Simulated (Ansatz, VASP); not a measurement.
One calculation of Cs, two programs

```
Cs
1.0
     0.00000    3.63371    3.63371
     3.63371    0.00000    3.63371
     3.63371    3.63371    0.00000
Cs
1
Direct
  0.00000 0.00000 0.00000
```

Alike in both runs: functional LDA; k mesh 10 × 10 × 10; occupations fermi-dirac, width 0.05 eV; no spin polarisation.

Ansatz relaxed the structure, and its values are those at the end. VASP's run is a single point on that final structure, the one shown.

|  | VASP | Ansatz |
| --- | --- | --- |
| version | VASP 6.6.1 | Ansatz 0.2.0 |
| potentials or method | VASP PAW LDA potentials, release 64 (Cs_sv) | PAW with Ansatz's default frozen-core files, scalar-relativistic |
| plane-wave cutoff (eV) | 500 | 420 |
| valence electrons in the cell | 9 | 9 |

|  | VASP | Ansatz | Ansatz less VASP |
| --- | --- | --- | --- |
| pressure (GPa) | 0.0 | 0.0 | +0.01 |

LDA's correlation is that of Perdew and Zunger in VASP and of Perdew and Wang (1992) in Ansatz.

Spin-orbit coupling is off throughout.
